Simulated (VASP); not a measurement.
Write the native input for VASP 6.6.1 that does the following.

* Task: single point
* Functional: LDA
* Potentials or basis: VASP PAW LDA potentials, release 64 (Pb_d)
* Cutoff: 520 eV
* k mesh: 10 × 10 × 10
* Occupations: fermi-dirac, width 0.08 eV
* Spin: no spin polarisation
* Dipole correction: no
* Further INCAR settings: ALGO = Normal; EDIFF = 1e-06; NBANDS = 21

The structure of Pb lies in POSCAR:

```
Pb
1.0
    0.0000000000      3.1675313602      3.1675313602
    3.1675313602      0.0000000000      3.1675313602
    3.1675313602      3.1675313602      0.0000000000
Pb
2
Direct
   -0.1250000000     -0.1250000000     -0.1250000000
    0.1250000000      0.1250000000      0.1250000000
```

This cell differs from its parent crystal: volume scaled by 0.8.

The input as run:

INCAR

```
SYSTEM = Pb
PREC     = Accurate       ! precision mode
ENCUT    = 520            ! plane-wave cutoff, eV
EDIFF    = 1E-6           ! SCF threshold, eV
ISMEAR   = -1             ! smearing method
SIGMA    = 0.08           ! smearing width, eV
LREAL    = .False.        ! projectors in reciprocal space
LASPH    = .True.         ! aspherical terms in the spheres
NELM     = 80             ! most SCF steps
ALGO     = Normal         ! electronic algorithm
ISIF     = 2              ! what is computed and relaxed
LWAVE    = .False.        ! write WAVECAR
LCHARG   = .False.        ! write CHGCAR
GGA      = CA             ! functional
NBANDS   = 21             ! bands
```

KPOINTS

```
Automatic mesh
0
Gamma
  10 10 10
  0 0 0
```

Potentials or basis: VASP PAW LDA potentials, release 64 (Pb_d).

The run is started by

```console
$ cat potpaw_LDA.64/Pb_d/POTCAR > POTCAR
$ mpirun -np 1 vasp_std > vasp.out
```

It gave:

| Item | Value |
| --- | --- |
| Pressure | 13.0 GPa |
| Band gap on the k mesh | zero (band 14 reaches 7.22 eV, above the bottom of band 15 at 5.87 eV) |

Caveat: spin-orbit coupling is left out, which moves the levels of the heavy elements.

Run time: 19 s on 1 thread of Intel(R) Xeon(R) 6975P-C (Granite Rapids) (shared host), peak memory 0.19 GiB.
